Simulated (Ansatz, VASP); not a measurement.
## BN: VASP beside Ansatz

```xyz
4
Lattice="0.0000 -1.8124 -1.8124 -1.8124 0.0000 -1.8124 1.8124 1.8124 -3.6248" Properties=species:S:1:pos:R:3 pbc="T T T"
B    -0.0482   -0.0385   -0.0867
B     0.0482    0.0385   -3.5381
N     0.8569    0.8668   -4.6197
N    -0.8569   -0.8668   -4.4423
```

Change from the starting cell: mode 4 frozen in at -0.085 Å and mode 5 at -0.068 Å (largest displacements).

Alike in both runs: task single point; functional PBE; k mesh 6 × 6 × 6; occupations gaussian, width 0.05 eV; no spin polarisation.

|  | VASP | Ansatz |
| --- | --- | --- |
| version | VASP 6.6.1 | Ansatz 0.2.0 |
| potentials or method | VASP PAW PBE potentials, release 64 (B, N), cutoff 520 eV | scalar-relativistic, plane waves, PAW |
| valence electrons in the cell | 16 | 16 |

```tsv
	VASP	Ansatz	Ansatz less VASP
gap on the k mesh at the Fermi level (eV)	4.23	4.24	+0.010
least direct gap on the mesh (eV)	6.20	6.22	+0.013
pressure (GPa)	-0.1	-0.3	-0.19
traceless stress, the component that is largest in VASP (GPa)	-2.66	-2.66	-0.002
rms of the force components (eV/Å)	0.667	0.668	+0.0004
```

Atom by atom the forces differ by 0.001 eV/Å (rms over components).

The k mesh is coarse, so the values compare programs but aren't converged.
